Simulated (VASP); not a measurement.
Input of a VASP 6.6.1 run:

The input INCAR:

```
SYSTEM = NaCl
PREC = Accurate ; ENCUT = 520
EDIFF = 1E-6 ; ISMEAR = 0
SIGMA = 0.05 ; LREAL = .FALSE.
LASPH = .TRUE. ; NELM = 100
ALGO = Normal ; ISIF = 2
LWAVE = .FALSE. ; LCHARG = .FALSE.
GGA = PE ; NBANDS = 14
```

Contents of KPOINTS:

```
Automatic mesh
0
G
  8 8 8
  0 0 0
```

Contents of POSCAR:

```
NaCl
1.0
    0.0000000000      2.6647787748      3.1977345297
    2.6647787748      0.0000000000      3.1977345297
    2.6647787748      2.6647787748      0.0000000000
Na Cl
1 1
Direct
    0.0000000000      0.0000000000      0.0000000000
    0.5000000000      0.5000000000      0.5000000000
```

Potentials or basis: VASP PAW PBE potentials, release 64 (Na_pv, Cl).

Launch:

```bash
$ cat potpaw_PBE.64/Na_pv/POTCAR potpaw_PBE.64/Cl/POTCAR > POTCAR
$ mpirun -np 1 vasp_std > vasp.out
```

Question: What does it give for the pressure?

Answer: 2.3 GPa.

Question: What does it give for the band gap on the k mesh?

Answer: 5.10 eV.

Stress tensor (GPa, compression positive):
```
 4.29  0.00  0.00
 0.00  4.29  0.00
 0.00  0.00 -1.72
```

 A k mesh can miss the band edges.
